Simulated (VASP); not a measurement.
Write the native input for VASP 6.6.1 that does the following.

```yaml
Task: relaxation of cell and atoms
Functional: revPBE
Dispersion: D3(BJ)
Potentials_or_basis: VASP PAW PBE potentials, release 64 (Zr_sv)
Cutoff: 600 eV
k_mesh: 9 × 9 × 5
Occupations: fermi-dirac, width 0.05 eV
Spin: no spin polarisation
Dipole_correction: no
Further_INCAR_settings: ALGO = Normal; EDIFF = 1e-06; IBRION = 2; EDIFFG = -0.01; NSW = 60; ISIF = 3
```

The structure of Zr lies in POSCAR:

```
Zr
1.0
    3.2320000000      0.0000000000      0.0000000000
   -1.6160000000      2.7989941050      0.0000000000
    0.0000000000      0.0000000000      5.1470000000
Zr
2
Direct
    0.6666666667      0.3333333333      0.7500000000
    0.3333333333      0.6666666667      0.2500000000
```

The input as run:

INCAR

```
  PREC = Accurate
  ENCUT = 600
  EDIFF = 1E-6
  ISMEAR = -1
  SIGMA = 0.05
  LREAL = False
  LASPH = True
  NELM = 80
  ALGO = Normal
  ISIF = 3
  LWAVE = False
  LCHARG = False
  GGA = RE
  IVDW = 12
  IBRION = 2
  NSW = 60
  EDIFFG = -0.01
```

KPOINTS

```
Automatic mesh
0
Gamma
  9 9 5
```

Potentials or basis: VASP PAW PBE potentials, release 64 (Zr_sv).

Run with:

```sh
$ cat potpaw_PBE.64/Zr_sv/POTCAR > POTCAR
$ mpirun -np 1 vasp_std > vasp.out
```

It gave:

- Relaxed volume: 22.09 Å³/atom
- Relaxed cell: a = 3.163 Å, b = 3.163 Å, c = 5.099 Å, α = 90.00°, β = 90.00°, γ = 120.00°
- Space group after relaxing (to 0.1 Å): P6_3/mmc (No. 194)
- Energy gained by relaxing: 18.8 meV/atom
- Ionic steps: 9
- Pressure after relaxing: 0.0 GPa
- Band gap on the k mesh: zero (bands 12 and 13 overlap by 1.15 eV)
- Dispersion energy per atom: -0.999 eV

Caveat: the PAW data sets were made with another functional, which shifts forces and pressure a little.

Run time: 3.4 min on 1 thread of Intel Xeon 8259CL (shared host), peak memory 0.21 GiB.
